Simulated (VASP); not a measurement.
Here is a VASP 6.6.1 calculation.

File INCAR:

```
ALGO     = Normal         # electronic algorithm
EDIFF    = 1E-6           # SCF threshold, eV
ENCUT    = 500            # plane-wave cutoff, eV
GGA      = PE             # functional
GGA_COMPAT= False        
ISIF     = 2              # what is computed and relaxed
ISMEAR   = 0              # smearing method
LASPH    = True           # aspherical terms in the spheres
LCHARG   = False          # write CHGCAR
LREAL    = False          # projectors in reciprocal space
LWAVE    = False          # write WAVECAR
NBANDS   = 15             # bands
NELM     = 120            # most SCF steps
PREC     = Accurate       # precision mode
SIGMA    = 0.01           # smearing width, eV
```

File KPOINTS:

```
k-points
0
Gamma
  6 6 6
```

File POSCAR:

```
RbCl
1.0
    0.0000000000      3.3812870988      3.3812870988
    3.3812870988      0.0000000000      3.3812870988
    3.3812870988      3.3812870988      0.0000000000
Rb Cl
1 1
Direct
    0.0000000000      0.0000000000      0.0000000000
    0.5000000000      0.5000000000      0.5000000000
```

Potentials or basis: VASP PAW PBE potentials, release 64 (Rb_sv, Cl).

The run is started by

```sh
$ cat potpaw_PBE.64/Rb_sv/POTCAR potpaw_PBE.64/Cl/POTCAR > POTCAR
$ mpirun -np 1 vasp_std > vasp.out
```

(1) Predict the band gap on the k mesh.

(2) Estimate the pressure.

Results:

(1) 4.75 eV, direct.

(2) -0.4 GPa.
